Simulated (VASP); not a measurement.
# Fe (P6/mmm) in VASP: notebook

The runs below take Fe through single point, with PBE.

Everything below comes from runs of VASP 6.6.1. Logs are shortened: lines on timing, memory, paths and dates and some standing lists are left out, and cuts for length are marked.

### Step 1. The cell of the first run

It takes space group P6/mmm (No. 191, hexagonal). The conventional cell has a = 3.753 Å, b = 3.753 Å, c = 2.359 Å, α = 90.00°, β = 90.00°, γ = 120.00°. Fe (site symmetry 6/mmm) has 14 Fe at 2.36 to 2.47 Å within 3.1 Å. Within 2.9 Å of Fe (site symmetry -6m2) lie 11 Fe at 2.17 to 2.47 Å.

This isn't the form of Fe at room conditions, which is bcc.

### Step 2. Single point, PBE (9.59 Å³/atom)

INCAR

```
  PREC = Accurate
  ENCUT = 520
  EDIFF = 1E-6
  ISMEAR = -1
  SIGMA = 0.1
  LREAL = False
  LASPH = True
  NELM = 60
  ALGO = Normal
  ISIF = 2
  LWAVE = False
  LCHARG = False
  GGA = PE
  NBANDS = 19
```

KPOINTS

```
regular mesh
0
Gamma
  12 12 17
```

POSCAR

```
Fe
1.0
    3.7531200533      0.0000000000      0.0000000000
   -1.8765600267      3.2502973096      0.0000000000
    0.0000000000      0.0000000000      2.3586401226
Fe
3
Direct
    1.0000000000      0.0000000000      0.0000000000
    0.3333333333      0.6666666667      0.5000000000
    0.6666666667      0.3333333333      0.5000000000
```

Potentials or basis: VASP PAW PBE potentials, release 64 (Fe).

Launch:

```
$ cat potpaw_PBE.64/Fe/POTCAR > POTCAR
$ mpirun -np 1 vasp_std > vasp.out
```

OUTCAR:

```text
PREC = Accurate
   ENCUT = 520
   EDIFF = 1E-6
   ISMEAR = -1
   LREAL = False
   LASPH = True
   NELM = 60
   ISIF = 2
   GGA = PE

 ion  position               nearest neighbor table
   1  0.000  0.000  0.000-   2 2.47   3 2.47   2 2.47   3 2.47   3 2.47   3 2.47   2 2.47   2 2.47
                             3 2.47   3 2.47   2 2.47   2 2.47
   2  0.333  0.667  0.500-   3 2.17   3 2.17   3 2.17   1 2.47   1 2.47   1 2.47   1 2.47   1 2.47
                             1 2.47
   3  0.667  0.333  0.500-   2 2.17   2 2.17   2 2.17   1 2.47   1 2.47   1 2.47   1 2.47   1 2.47
                             1 2.47

  LATTYP: Found a hexagonal cell.
 ALAT       =     3.7531200533
 C/A-ratio  =     0.6284478218

  Lattice vectors:

 A1 = (   3.7531200533,   0.0000000000,   0.0000000000)
 A2 = (  -1.8765600267,   3.2502973096,   0.0000000000)
 A3 = (   0.0000000000,   0.0000000000,   2.3586401226)

Analysis of symmetry for initial positions (statically):
=====================================================================
 Subroutine PRICEL returns:
 Original cell was already a primitive cell.

 Routine SETGRP: Setting up the symmetry group for a
 hexagonal supercell.

 Subroutine GETGRP returns: Found 24 space group operations
 (whereof 24 operations were pure point group operations)
 out of a pool of 24 trial point group operations.

The static configuration has the point symmetry D_6h.

Analysis of symmetry for dynamics (positions and initial velocities):
=====================================================================
 Subroutine PRICEL returns:
 Original cell was already a primitive cell.

 Routine SETGRP: Setting up the symmetry group for a
 hexagonal supercell.

 Subroutine GETGRP returns: Found 24 space group operations
 (whereof 24 operations were pure point group operations)
 out of a pool of 24 trial point group operations.

The dynamic configuration has the point symmetry D_6h.

 Subroutine INISYM returns: Found 24 space group operations
 (whereof 24 operations are pure point group operations),
 and found     1 'primitive' translations

----------------------------------------------------------------------------------------

                                     Primitive cell

  volume of cell :      28.7725

  direct lattice vectors                    reciprocal lattice vectors
     3.753120053  0.000000000  0.000000000     0.266444981  0.153832081  0.000000000
    -1.876560027  3.250297310  0.000000000     0.000000000  0.307664163  0.000000000
     0.000000000  0.000000000  2.358640123     0.000000000  0.000000000  0.423973115

  length of vectors
     3.753120053  3.753120053  2.358640123     0.307664163  0.307664163  0.423973115

  position of ions in fractional coordinates (direct lattice)
     0.000000000  0.000000000  0.000000000
     0.333333333  0.666666667  0.500000000
     0.666666667  0.333333333  0.500000000

  ion indices of the primitive-cell ions
   primitive index   ion index
                 1           1
                 2           2
                 3           3

----------------------------------------------------------------------------------------

 KPOINTS: regular mesh

Automatic generation of k-mesh.
 Grid dimensions read from file:
 generate k-points for:   12   12   17

 Generating k-lattice:

  Cartesian coordinates                     Fractional coordinates (reciprocal lattice)
     0.022203748  0.012819340  0.000000000     0.083333333  0.000000000  0.000000000
     0.000000000  0.025638680  0.000000000     0.000000000  0.083333333  0.000000000
     0.000000000  0.000000000  0.024939595     0.000000000  0.000000000  0.058823529

  Length of vectors
     0.025638680  0.025638680  0.024939595

  Shift w.r.t. Gamma in fractional coordinates (k-lattice)
     0.000000000  0.000000000  0.000000000

 Subroutine IBZKPT returns following result:
 ===========================================

 Found    171 irreducible k-points:

 Following reciprocal coordinates:
            Coordinates               Weight
  0.000000  0.000000  0.000000      1.000000
  0.083333  0.000000  0.000000      6.000000
  0.166667  0.000000  0.000000      6.000000
  0.250000  0.000000  0.000000      6.000000
  0.333333  0.000000  0.000000      6.000000
  0.416667  0.000000  0.000000      6.000000
[... 16 lines left out ...]
  0.250000  0.000000  0.058824     12.000000
  0.333333  0.000000  0.058824     12.000000
 [... further k-points ...]
   k-points           NKPTS =    171   k-points in BZ     NKDIM =    171   number of bands    NBANDS=     19
   number of dos      NEDOS =    301   number of ions     NIONS =      3
   total plane-waves  NPLWV =  14112
   dimension x,y,z NGX =    28 NGY =   28 NGZ =   18
   dimension x,y,z NGXF=    56 NGYF=   56 NGZF=   36
   ions per type =               3
   NGX,Y,Z   is equivalent  to a cutoff of  12.40, 12.40, 12.69 a.u.
   NGXF,Y,Z  is equivalent  to a cutoff of  24.81, 24.81, 25.37 a.u.
 SYSTEM =  unknown system
   PREC   = accura    normal or accurate (medium, high low for compatibility)
   ISTART =      0    job   : 0-new  1-cont  2-samecut
   ICHARG =      2    charge: 1-file 2-atom 10-const
   ISPIN  =      1    spin polarized calculation?
   LNONCOLLINEAR =      F non collinear calculations
   LSORBIT =      F    spin-orbit coupling
   LASPH  =      T    aspherical Exc in radial PAW
   ENCUT  =  520.0 eV  38.22 Ry    6.18 a.u.   6.98  6.98  4.39*2*pi/ulx,y,z
   NELM   =     60;   NELMIN=  2; NELMDL= -5     # of ELM steps
   EDIFF  = 0.1E-05   stopping-criterion for ELM
   LREAL  =      F    real-space projection
   EDIFFG = 0.1E-04   stopping-criterion for IOM
   NSW    =      0    number of steps for IOM
   IBRION =     -1    ionic relax: 0-MD 1-quasi-New 2-CG
   NFREE  =      0    steps in history (QN), initial steepest desc. (CG)
   ISIF   =      2    stress and relaxation
   ISYM   =      2    0-nonsym 1-usesym 2-fastsym
   POTIM  = 0.5000    time-step for ionic-motion
   TEBEG  =    0.0;   TEEND  =   0.0 temperature during run
   PSTRESS=    0.0 pullay stress
   NELECT =      24.0000    total number of electrons
   NUPDOWN=      -1.0000    fix difference up-down
   EMIN   =  10.00;   EMAX   =-10.00  energy-range for DOS
   EFERMI =   0.00;   METHOD = LEGACY
   ISMEAR =    -1;   SIGMA  =   0.10  broadening in eV -4-tet -1-fermi 0-gaus
   EFERMI_NEDOS =   21; number of points for ismear=-14 and -15
   IALGO  =     38    algorithm
   IMIX   =      4    mixing-type and parameters
     AMIX     =   0.40;   BMIX     =  1.00
     AMIX_MAG =   1.60;   BMIX_MAG =  1.00
  volume/ion in A,a.u.               =       9.59        64.72
  Fermi-wavevector in a.u.,A,eV,Ry     =   1.541060  2.912181 32.312006  2.374865
  Thomas-Fermi vector in A             =   2.647059
   LORBIT       =      0    0 simple, 1 ext, 2 COOP (PROOUT), +10 PAW based schemes
   GGA     = PE    functional components
   LHFCALC =     F    Hartree Fock is set to
   AEXX    =    0.0000 exact exchange contribution
   IVDW    =     0    specifies the selected vdW correction
   LEPSILON=     F    determine dielectric tensor
   LRPA    =     F    only Hartree local field effects (RPA)
 non-spin polarized calculation
  energy-cutoff  :      520.00
  volume of cell :       28.77
 maximum number of plane-waves:       792
 NGX is ok and might be reduce to    28
   NGX = 13   NGY = 13   NGZ =  9

 number of electron      24.0000007 magnetization

 Free energy of the ion-electron system (eV)
  ---------------------------------------------------
  ext. energy  EPLUGINS =         0.00000000
  ---------------------------------------------------
  free energy    TOTEN  =       -23.85712676 eV

  energy without entropy =      -23.69578890  energy(sigma->0) =      -23.77645783

 E-fermi :   7.7715     XC(G=0): -14.1362

 val. band max:        7.7685224515   @ k =   0.0833   0.0000   0.2353
 cond. band min:       7.7730687951   @ k =   0.2500   0.1667   0.3529
 fundamental gap:      0.0045463436
 Fermi energy:         7.7714951022

 k-point     1 :       0.0000    0.0000    0.0000
  band No.  band energies     occupation
      1      -1.6272      2.00000
      2       2.8574      2.00000
      3       4.6250      2.00000
      4       4.6250      2.00000
      5       4.6516      2.00000
      6       4.6516      2.00000
[... 11 lines left out ...]
     18      16.2547      0.00000
     19      16.2609      0.00000

 k-point     2 :       0.0833    0.0000    0.0000
  band No.  band energies     occupation
      1      -1.5145      2.00000
      2       2.8859      2.00000
      3       4.2178      2.00000
      4       4.3785      2.00000
      5       4.7522      2.00000
      6       5.0201      2.00000
[... 11 lines left out ...]
     18      14.8135      0.00000
     19      17.2769      0.00000

 k-point     3 :       0.1667    0.0000    0.0000
  band No.  band energies     occupation
      1      -1.1824      2.00000
      2       2.9323      2.00000
      3       3.7637      2.00000
      4       4.2366      2.00000
      5       4.5128      2.00000
      6       5.3577      2.00000
[... 11 lines left out ...]
     18      13.4437      0.00000
     19      17.4964      0.00000

 k-point     4 :       0.2500    0.0000    0.0000
  band No.  band energies     occupation
      1      -0.6500      2.00000
      2       2.8253      2.00000
      3       3.5017      2.00000
      4       4.1687      2.00000
      5       4.2013      2.00000
      6       5.2911      2.00000
[... 407 lines left out ...]
     18      13.5752      0.00000
     19      17.5262      0.00000

 k-point    23 :       0.2500    0.0000    0.0588
  band No.  band energies     occupation
      1      -0.5516      2.00000
      2       2.8942      2.00000
      3       3.5363      2.00000
      4       4.1580      2.00000
      5       4.1793      2.00000
      6       5.3460      2.00000
[... 11 lines left out ...]
     18      12.3048      0.00000
     19      17.5036      0.00000

 k-point    24 :       0.3333    0.0000    0.0588
  band No.  band energies     occupation
      1       0.1409      2.00000
      2       2.6002      2.00000
      3       3.2956      2.00000
      4       4.0384      2.00000
      5       4.2364      2.00000
      6       5.1653      2.00000
[... 11 lines left out ...]
     18      11.1307      0.00000
     19      17.4734      0.00000

 [... further k-points ...]

------------------------ aborting loop because EDIFF is reached ----------------------------------------

  FORCE on cell =-STRESS in cart. coord.  units (eV):
  Direction    XX          YY          ZZ          XY          YZ          ZX
  --------------------------------------------------------------------------------------
  -------------------------------------------------------------------------------------
  Total        4.9543623      4.9543623      4.4760737     -0.0000000     -0.0000000      0.0000000
  in kB      275.8805704    275.8805704    249.2473674     -0.0000000     -0.0000000      0.0000000
  external PRESSURE =     267.0028361 kB  Pullay stress =       0.0000000 kB

 VOLUME and BASIS-vectors are now :
 -----------------------------------------------------------------------------
  energy-cutoff  :      520.00
  volume of cell :       28.77
      direct lattice vectors                 reciprocal lattice vectors
     3.753120053  0.000000000  0.000000000     0.266444981  0.153832081  0.000000000
    -1.876560027  3.250297310  0.000000000     0.000000000  0.307664163  0.000000000
     0.000000000  0.000000000  2.358640123     0.000000000  0.000000000  0.423973115

 POSITION                                       TOTAL-FORCE (eV/Angst)
 -----------------------------------------------------------------------------------
      0.00000      0.00000      0.00000        -0.000000      0.000000     -0.000000
     -0.00000      2.16686      1.17932         0.000000     -0.000000     -0.000000
      1.87656      1.08343      1.17932        -0.000000      0.000000      0.000000
 -----------------------------------------------------------------------------------
    total drift:                                0.000000      0.000000     -0.000000

  FREE ENERGIE OF THE ION-ELECTRON SYSTEM (eV)
  ---------------------------------------------------
  free  energy   TOTEN  =       -23.8571267634 eV

  energy  without entropy=      -23.6957889049  energy(sigma->0) =      -23.77645783
```

Wall time 37 s (1 thread of Intel Xeon 6975P-C (Granite Rapids), shared host); peak memory 0.19 GiB.

Results:

| Property | Result |
| --- | --- |
| Free energy | -23.8571 eV |
| Pressure | 26.7 GPa |
| Band gap on the k mesh | zero (bands 12 and 13 overlap by 1.62 eV) |

Stress tensor (GPa, compression positive):
```
27.59  0.00  0.00
 0.00 27.59  0.00
 0.00  0.00 24.92
```

Levels at points of the mesh, in eV from the Fermi level:
```
           k point  band 10  band 11  band 12  band 13  band 14  band 15
(0.00, 0.00, 0.00)    -1.49    -0.97    -0.97    -0.88    -0.88     1.07
(0.50, 0.00, 0.00)    -0.81    -0.74     0.29     0.52     0.56     0.56
```

Caveat: the cell stands under pressure; the run has no spin polarisation, though such a crystal can be magnetic. Spin polarisation is off, so any magnetic state and its effect on volume and gap are missing.

### Step 3. Single point, PBE (10.01 Å³/atom)

This run uses another cell than the first one, of 10.01 Å³/atom.

INCAR

```
SYSTEM = Fe
PREC = Accurate
ENCUT = 520
EDIFF = 1E-6
ISMEAR = -1
SIGMA = 0.1
LREAL = .False.
LASPH = .True.
NELM = 60
ALGO = Normal
ISIF = 2
LWAVE = .False.
LCHARG = .True.
GGA = PE
LELF = .True.
LVHAR = .True.
NBANDS = 19
```

KPOINTS

```
Automatic mesh
0
Gamma
  12 12 17
  0 0 0
```

POSCAR

```
Fe
1.0
    3.8067432989      0.0000000000      0.0000000000
   -1.9033716494      3.2967364025      0.0000000000
    0.0000000000      0.0000000000      2.3923395344
Fe
3
Direct
    1.0000000000      0.0000000000      0.0000000000
    0.3333333333      0.6666666667      0.5000000000
    0.6666666667      0.3333333333      0.5000000000
```

Potentials or basis: VASP PAW PBE potentials, release 64 (Fe).

Launch:

```
$ cat potpaw_PBE.64/Fe/POTCAR > POTCAR
$ mpirun -np 1 vasp_std > vasp.out
```

Wall time 39 s (1 thread of Intel Xeon 6975P-C (Granite Rapids), shared host); peak memory 0.19 GiB.

The run converged. Its results:

* Free energy: -24.0028 eV
* Pressure: 11.6 GPa
* Band gap on the k mesh: zero (bands 12 and 13 overlap by 1.52 eV)

Stress tensor (GPa, compression positive):
```
11.99  0.00  0.00
 0.00 11.99  0.00
 0.00  0.00 10.68
```

Levels at points of the mesh, in eV from the Fermi level:
| k point | band 8 | band 9 | band 10 | band 11 | band 12 | band 13 | band 14 | band 15 | band 16 | band 17 |
| --- | --- | --- | --- | --- | --- | --- | --- | --- | --- | --- |
| (0.00, 0.00, 0.00) | -1.87 | -1.40 | -1.40 | -0.91 | -0.91 | -0.82 | -0.82 | 1.01 | 1.01 | 8.16 |
| (0.50, 0.00, 0.00) | -1.87 | -1.74 | -0.76 | -0.69 | 0.27 | 0.49 | 0.53 | 0.53 | 0.71 | 0.84 |

Caveat: the cell stands under pressure; the run has no spin polarisation, though such a crystal can be magnetic. Spin polarisation is off, so any magnetic state and its effect on volume and gap are missing.

### Step 4. Single point, PBE

This run uses another cell than the first one, of 10.42 Å³/atom.

INCAR

```
SYSTEM = Fe
PREC = Accurate ; ENCUT = 520
EDIFF = 1E-7 ; ISMEAR = -1
SIGMA = 0.1 ; LREAL = .False.
LASPH = .True. ; NELM = 100
ALGO = Normal ; ISIF = 2
LWAVE = .False. ; LCHARG = .False.
GGA = PE ; NBANDS = 19
```

KPOINTS

```
regular mesh
0
Gamma
  12 12 17
  0 0 0
```

POSCAR

```
Fe
1.0
    3.8588969482      0.0000000000      0.0000000000
   -1.9294484741      3.3419027877      0.0000000000
    0.0000000000      0.0000000000      2.4251153817
Fe
3
Direct
    1.0000000000      0.0000000000      0.0000000000
    0.3333333333      0.6666666667      0.5000000000
    0.6666666667      0.3333333333      0.5000000000
```

Launch:

```
$ cat potpaw_PBE.64/Fe/POTCAR > POTCAR
$ mpirun -np 1 vasp_std > vasp.out
```

Run time: 51 s. Hardware: 1 thread of Intel Xeon 6975P-C (Granite Rapids), shared host; peak memory 0.2 GiB.

It converged, with:

```
Free energy            : -24.0425 eV
Pressure               : -0.7 GPa
Band gap on the k mesh : zero (bands 12 and 13 overlap by 1.43 eV)
```

Stress tensor (GPa, compression positive):
```
-0.67  0.00  0.00
 0.00 -0.67  0.00
 0.00  0.00 -0.85
```

Levels at points of the mesh, in eV from the Fermi level:
| k point | band 9 | band 10 | band 11 | band 12 | band 13 | band 14 | band 15 | band 16 |
| --- | --- | --- | --- | --- | --- | --- | --- | --- |
| (0.00, 0.00, 0.00) | -1.32 | -1.32 | -0.85 | -0.85 | -0.77 | -0.77 | 0.95 | 0.95 |
| (0.50, 0.00, 0.00) | -1.63 | -0.71 | -0.65 | 0.25 | 0.46 | 0.50 | 0.50 | 0.70 |

Caveat: the run has no spin polarisation, though such a crystal can be magnetic. Spin polarisation is off, so any magnetic state and its effect on volume and gap are missing.

### Step 5. The runs side by side

```csv
cell,gap on the mesh (eV),pressure (GPa)
"a = 3.753, b = 3.753, c = 2.359 Å, angles 90.0, 90.0, 120.0°, 3 atoms",none,26.7
"a = 3.807, b = 3.807, c = 2.392 Å, angles 90.0, 90.0, 120.0°, 3 atoms",none,11.6
"a = 3.859, b = 3.859, c = 2.425 Å, angles 90.0, 90.0, 120.0°, 3 atoms",none,-0.7
```

Alike in all rows: task single point; level PBE; potentials or basis VASP PAW PBE potentials, release 64 (Fe); no spin polarisation; k mesh 12 × 12 × 17; cutoff (eV) 520; smearing fermi-dirac 0.1 eV.

Caveats: the run has no spin polarisation, though such a crystal can be magnetic; the cell stands under pressure (at least some runs).

Absolute energies hang on the potentials; compare differences alone.
